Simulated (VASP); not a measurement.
# HgTe (F-43m) in VASP: notebook

The runs below take HgTe through single point, relaxation of cell and atoms, with HSE06, r2SCAN50.

All numbers are computed with VASP 6.6.1; they aren't measurements. Logs are shortened: lines on timing, memory, paths and dates and some standing lists are left out, and cuts for length are marked.

## Step 1: The cell of the first run

Symmetry: F-43m, No. 216, cubic system. Conventional cell: a = 6.586 Å, b = 6.586 Å, c = 6.586 Å, α = 90.00°, β = 90.00°, γ = 90.00°. Within 3.8 Å of Hg (site symmetry -43m) lie 4 Te at 2.85 Å. Te (site symmetry -43m) has 4 Hg at 2.85 Å within 3.8 Å.

## Step 2: Single point, HSE06

POSCAR reads:

```
HgTe
1.0
    0.0000000000      3.2930313542      3.2930313542
    3.2930313542      0.0000000000      3.2930313542
    3.2930313542      3.2930313542      0.0000000000
Hg Te
1 1
Direct
    0.0000000000      0.0000000000      0.0000000000
    0.7500000000      0.7500000000      0.7500000000
```

INCAR.step1 reads:

```
SYSTEM = HgTe
PREC = Accurate
ENCUT = 520
EDIFF = 1E-5
ISMEAR = -1
SIGMA = 0.05
LREAL = .False.
LASPH = .True.
NELM = 80
ALGO = Normal
ISIF = 2
LWAVE = .True.
NBANDS = 16
GGA = PE
```

INCAR.step2 reads:

```
SYSTEM = HgTe
PREC = Accurate
ENCUT = 520
EDIFF = 1E-6
ISMEAR = -1
SIGMA = 0.05
LREAL = .False.
LASPH = .True.
NELM = 80
ALGO = Normal
ISIF = 2
LWAVE = .False.
LCHARG = .True.
GGA = PE
LHFCALC = .True.
HFSCREEN = 0.2079
PRECFOCK = Normal
LELF = .True.
LVHAR = .True.
NBANDS = 16
ISTART = 1
```

KPOINTS reads:

```
regular mesh
0
Gamma
  4 4 4
  0 0 0
```

Potentials or basis: VASP PAW PBE potentials, release 64 (Hg, Te).

Command:

```sh
$ cat potpaw_PBE.64/Hg/POTCAR potpaw_PBE.64/Te/POTCAR > POTCAR
$ cp INCAR.step1 INCAR
$ mpirun -np 1 vasp_std > vasp.out
$ cp INCAR.step2 INCAR
$ mpirun -np 1 vasp_std > vasp.out
```

OUTCAR:

```text
SYSTEM = HgTe
   PREC = Accurate
   ENCUT = 520
   EDIFF = 1E-6
   ISMEAR = -1
   LREAL = .False.
   LASPH = .True.
   NELM = 80
   ISIF = 2
   GGA = PE
   LHFCALC = .True.
   HFSCREEN = 0.2079
   PRECFOCK = Normal
   ISTART = 1

 ion  position               nearest neighbor table
   1  0.000  0.000  0.000-   2 2.85   2 2.85   2 2.85   2 2.85
   2  0.750  0.750  0.750-   1 2.85   1 2.85   1 2.85   1 2.85

  LATTYP: Found a face centered cubic cell.
 ALAT       =     6.5860627084

  Lattice vectors:

 A1 = (   0.0000000000,   3.2930313542,   3.2930313542)
 A2 = (   3.2930313542,   0.0000000000,   3.2930313542)
 A3 = (   3.2930313542,   3.2930313542,   0.0000000000)

Analysis of symmetry for initial positions (statically):
=====================================================================
 Subroutine PRICEL returns:
 Original cell was already a primitive cell.

 Routine SETGRP: Setting up the symmetry group for a
 face centered cubic supercell.

 Subroutine GETGRP returns: Found 24 space group operations
 (whereof 24 operations were pure point group operations)
 out of a pool of 48 trial point group operations.

The static configuration has the point symmetry T_d .

Analysis of symmetry for dynamics (positions and initial velocities):
=====================================================================
 Subroutine PRICEL returns:
 Original cell was already a primitive cell.

 Routine SETGRP: Setting up the symmetry group for a
 face centered cubic supercell.

 Subroutine GETGRP returns: Found 24 space group operations
 (whereof 24 operations were pure point group operations)
 out of a pool of 48 trial point group operations.

The dynamic configuration has the point symmetry T_d .

 Subroutine INISYM returns: Found 24 space group operations
 (whereof 24 operations are pure point group operations),
 and found     1 'primitive' translations

----------------------------------------------------------------------------------------

                                     Primitive cell

  volume of cell :      71.4196

  direct lattice vectors                    reciprocal lattice vectors
     0.000000000  3.293031354  3.293031354    -0.151835785  0.151835785  0.151835785
     3.293031354  0.000000000  3.293031354     0.151835785 -0.151835785  0.151835785
     3.293031354  3.293031354  0.000000000     0.151835785  0.151835785 -0.151835785

  length of vectors
     4.657049602  4.657049602  4.657049602     0.262987294  0.262987294  0.262987294

  position of ions in fractional coordinates (direct lattice)
     0.000000000  0.000000000  0.000000000
     0.750000000  0.750000000  0.750000000

  ion indices of the primitive-cell ions
   primitive index   ion index
                 1           1
                 2           2

----------------------------------------------------------------------------------------

 KPOINTS: regular mesh

Automatic generation of k-mesh.
 Grid dimensions read from file:
 generate k-points for:    4    4    4

 Generating k-lattice:

  Cartesian coordinates                     Fractional coordinates (reciprocal lattice)
    -0.037958946  0.037958946  0.037958946     0.250000000  0.000000000  0.000000000
     0.037958946 -0.037958946  0.037958946     0.000000000  0.250000000  0.000000000
     0.037958946  0.037958946 -0.037958946     0.000000000  0.000000000  0.250000000

  Length of vectors
     0.065746823  0.065746823  0.065746823

  Shift w.r.t. Gamma in fractional coordinates (k-lattice)
     0.000000000  0.000000000  0.000000000

 Subroutine IBZKPT returns following result:
 ===========================================

 Found      8 irreducible k-points:

 Following reciprocal coordinates:
            Coordinates               Weight
  0.000000  0.000000  0.000000      1.000000
  0.250000  0.000000  0.000000      8.000000
  0.500000  0.000000  0.000000      4.000000
  0.250000  0.250000  0.000000      6.000000
  0.500000  0.250000  0.000000     24.000000
 -0.250000  0.250000  0.000000     12.000000
  0.500000  0.500000  0.000000      3.000000
 -0.250000  0.500000  0.250000      6.000000
   k-points           NKPTS =      8   k-points in BZ     NKDIM =     64   number of bands    NBANDS=     16
   number of dos      NEDOS =    301   number of ions     NIONS =      2
   total plane-waves  NPLWV =  46656
   dimension x,y,z NGX =    36 NGY =   36 NGZ =   36
   dimension x,y,z NGXF=    72 NGYF=   72 NGZF=   72
   ions per type =               1   1
   NGX,Y,Z   is equivalent  to a cutoff of  12.85, 12.85, 12.85 a.u.
   NGXF,Y,Z  is equivalent  to a cutoff of  25.70, 25.70, 25.70 a.u.
 SYSTEM =  HgTe
   PREC   = accura    normal or accurate (medium, high low for compatibility)
   ISTART =      1    job   : 0-new  1-cont  2-samecut
   ICHARG =      0    charge: 1-file 2-atom 10-const
   ISPIN  =      1    spin polarized calculation?
   LNONCOLLINEAR =      F non collinear calculations
   LSORBIT =      F    spin-orbit coupling
   LASPH  =      T    aspherical Exc in radial PAW
   ENCUT  =  520.0 eV  38.22 Ry    6.18 a.u.   8.66  8.66  8.66*2*pi/ulx,y,z
   NELM   =     80;   NELMIN=  2; NELMDL=  0     # of ELM steps
   EDIFF  = 0.1E-05   stopping-criterion for ELM
   LREAL  =      F    real-space projection
   EDIFFG = 0.1E-04   stopping-criterion for IOM
   NSW    =      0    number of steps for IOM
   IBRION =     -1    ionic relax: 0-MD 1-quasi-New 2-CG
   NFREE  =      0    steps in history (QN), initial steepest desc. (CG)
   ISIF   =      2    stress and relaxation
   ISYM   =      3    0-nonsym 1-usesym 2-fastsym
   POTIM  = 0.5000    time-step for ionic-motion
   TEBEG  =    0.0;   TEEND  =   0.0 temperature during run
   PSTRESS=    0.0 pullay stress
   NELECT =      18.0000    total number of electrons
   NUPDOWN=      -1.0000    fix difference up-down
   EMIN   =  10.00;   EMAX   =-10.00  energy-range for DOS
   EFERMI =   0.00;   METHOD = LEGACY
   ISMEAR =    -1;   SIGMA  =   0.05  broadening in eV -4-tet -1-fermi 0-gaus
   EFERMI_NEDOS =   21; number of points for ismear=-14 and -15
   IALGO  =     38    algorithm
   IMIX   =      1    mixing-type and parameters
     AMIX     =   0.40;   BMIX     =  1.00
     AMIX_MAG =   1.60;   BMIX_MAG =  1.00
  volume/ion in A,a.u.               =      35.71       240.98
  Fermi-wavevector in a.u.,A,eV,Ry     =   1.034093  1.954153 14.549381  1.069349
  Thomas-Fermi vector in A             =   2.168372
   LORBIT       =      0    0 simple, 1 ext, 2 COOP (PROOUT), +10 PAW based schemes
   GGA     = PE    functional components
   LHFCALC =     T    Hartree Fock is set to
   PRECFOCK=normal    Normal, Fast or Accurate (Low or Medium for compatibility)
   ENCUT4O =  -1.0   cutoff for four orbital integrals eV
   NKREDX  =     1    reduce k-point grid by
   NKREDY  =     1    reduce k-point grid by
   NKREDZ  =     1    reduce k-point grid by
   AEXX    =    0.2500 exact exchange contribution
   HFSCREEN=    0.2079 screening length (either q_TF or 0.3 A-1)
   HFSCREENC=   0.2079 screening length for correlation (either q_TF or 0.3 A-1)
   ENCUTFOCK=  -1.0 apply spherical cutoff to Coloumb kernel
   IVDW    =     0    specifies the selected vdW correction
   LEPSILON=     F    determine dielectric tensor
   LRPA    =     F    only Hartree local field effects (RPA)
 non-spin polarized calculation
  energy-cutoff  :      520.00
  volume of cell :       71.42
 maximum number of plane-waves:      1928
 NGX is ok and might be reduce to    36
  NGX = 28; NGY = 28; NGZ = 28

 number of electron      18.0000001 magnetization

 Free energy of the ion-electron system (eV)
  ---------------------------------------------------
  ext. energy  EPLUGINS =         0.00000000
  ---------------------------------------------------
  free energy    TOTEN  =        -4.67034297 eV

  energy without entropy =       -4.66733254  energy(sigma->0) =       -4.66883775

 E-fermi :   2.1142     XC(G=0):  -7.0864

 val. band max:        2.0793861114   @ k =   0.0000   0.0000   0.0000
 cond. band min:       3.4288163162   @ k =   0.5000   0.0000   0.0000
 fundamental gap:      1.3494302048
 Fermi energy:         2.1142306343

 k-point     1 :       0.0000    0.0000    0.0000
  band No.  band energies     occupation
      1     -10.5332      2.00000
      2      -6.0753      2.00000
      3      -6.0753      2.00000
      4      -6.0753      2.00000
      5      -5.6081      2.00000
      6      -5.6081      2.00000
[... 8 lines left out ...]
     15      12.4741      0.00000
     16      12.4741      0.00000

 k-point     2 :       0.2500    0.0000    0.0000
  band No.  band energies     occupation
      1     -10.2681      2.00000
      2      -6.0133      2.00000
      3      -6.0133      2.00000
      4      -5.8796      2.00000
      5      -5.6088      2.00000
      6      -5.6088      2.00000
[... 8 lines left out ...]
     15      11.4434      0.00000
     16      11.4434      0.00000

 k-point     3 :       0.5000    0.0000    0.0000
  band No.  band energies     occupation
      1      -9.9829      2.00000
      2      -5.9642      2.00000
      3      -5.9642      2.00000
      4      -5.5914      2.00000
      5      -5.5914      2.00000
      6      -5.2833      2.00000
[... 8 lines left out ...]
     15      13.0601      0.00000
     16      13.0601      0.00000

 k-point     4 :       0.2500    0.2500    0.0000
  band No.  band energies     occupation
      1     -10.1783      2.00000
      2      -5.9434      2.00000
      3      -5.9394      2.00000
      4      -5.9394      2.00000
      5      -5.6215      2.00000
      6      -5.5820      2.00000
[... 8 lines left out ...]
     15      12.8209      0.00000
     16      13.0352      0.00000

 k-point     5 :       0.5000    0.2500    0.0000
  band No.  band energies     occupation
      1      -9.8919      2.00000
      2      -5.9142      2.00000
      3      -5.8705      2.00000
      4      -5.6964      2.00000
      5      -5.5804      2.00000
      6      -5.2652      2.00000
[... 8 lines left out ...]
     15      13.2945      0.00000
     16      13.6281      0.00000

 k-point     6 :      -0.2500    0.2500    0.0000
  band No.  band energies     occupation
      1      -9.9880      2.00000
      2      -5.9360      2.00000
      3      -5.9316      2.00000
      4      -5.6428      2.00000
      5      -5.6224      2.00000
      6      -5.4544      2.00000
[... 8 lines left out ...]
     15      12.3363      0.00000
     16      13.5599      0.00000

 k-point     7 :       0.5000    0.5000    0.0000
  band No.  band energies     occupation
      1      -9.7945      2.00000
      2      -5.8492      2.00000
      3      -5.7793      2.00000
      4      -5.7793      2.00000
      5      -5.5557      2.00000
      6      -5.1404      2.00000
[... 8 lines left out ...]
     15      13.3406      0.00000
     16      14.3865      0.00000

 k-point     8 :      -0.2500    0.5000    0.2500
  band No.  band energies     occupation
      1      -9.7962      2.00000
      2      -5.8608      2.00000
      3      -5.8436      2.00000
      4      -5.6552      2.00000
      5      -5.6240      2.00000
      6      -5.0071      2.00000
[... 8 lines left out ...]
     15      13.9861      0.00000
     16      14.0648      0.00000

------------------------ aborting loop because EDIFF is reached ----------------------------------------

  FORCE on cell =-STRESS in cart. coord.  units (eV):
  Direction    XX          YY          ZZ          XY          YZ          ZX
  --------------------------------------------------------------------------------------
  -------------------------------------------------------------------------------------
  Total       -0.0291066     -0.0291066     -0.0291066      0.0000000      0.0000000      0.0000000
  in kB       -0.6529560     -0.6529560     -0.6529560      0.0000000      0.0000000      0.0000000
  external PRESSURE =      -0.6529560 kB  Pullay stress =       0.0000000 kB

 VOLUME and BASIS-vectors are now :
 -----------------------------------------------------------------------------
  energy-cutoff  :      520.00
  volume of cell :       71.42
      direct lattice vectors                 reciprocal lattice vectors
     0.000000000  3.293031354  3.293031354    -0.151835785  0.151835785  0.151835785
     3.293031354  0.000000000  3.293031354     0.151835785 -0.151835785  0.151835785
     3.293031354  3.293031354  0.000000000     0.151835785  0.151835785 -0.151835785

 POSITION                                       TOTAL-FORCE (eV/Angst)
 -----------------------------------------------------------------------------------
      0.00000      0.00000      0.00000         0.000000     -0.000000     -0.000000
      4.93955      4.93955      4.93955        -0.000000      0.000000      0.000000
 -----------------------------------------------------------------------------------
    total drift:                                0.000047      0.000035      0.000038

  FREE ENERGIE OF THE ION-ELECTRON SYSTEM (eV)
  ---------------------------------------------------
  free  energy   TOTEN  =        -4.6703429665 eV

  energy  without entropy=       -4.6673325376  energy(sigma->0) =       -4.66883775
```

Wall time 6.1 min (1 thread of AMD EPYC 9R45 (Zen 5), shared host); peak memory 0.29 GiB.

What came out:

```yaml
Free_energy: -4.6703 eV
Pressure: -0.1 GPa
Band_gap_on_the_k_mesh: zero (filled and empty bands touch)
```

Levels at points of the mesh, in eV from the Fermi level:
```
           k point  band 5  band 6  band 7  band 8  band 9  band 10  band 11  band 12  band 13  band 14
(0.00, 0.00, 0.00)   -7.72   -7.72   -0.30   -0.03   -0.03    -0.03     5.05     5.05     5.05     7.35
(0.50, 0.00, 0.00)   -7.71   -7.40   -5.54   -1.00   -1.00     1.31     5.84     5.84     7.65     8.72
(0.50, 0.50, 0.00)   -7.67   -7.25   -5.57   -2.25   -2.25     2.57     3.18     8.99     9.73     9.73
```

Caveat: the k points lie up to 0.41 Å⁻¹ apart; the PAW data sets were made with another functional, which shifts forces and pressure a little; spin-orbit coupling is left out, which moves the levels of the heavy elements.

(Part 1 of 2 ends here.)

The gap in the log of VASP goes by the Fermi energy; the results here count the filled bands.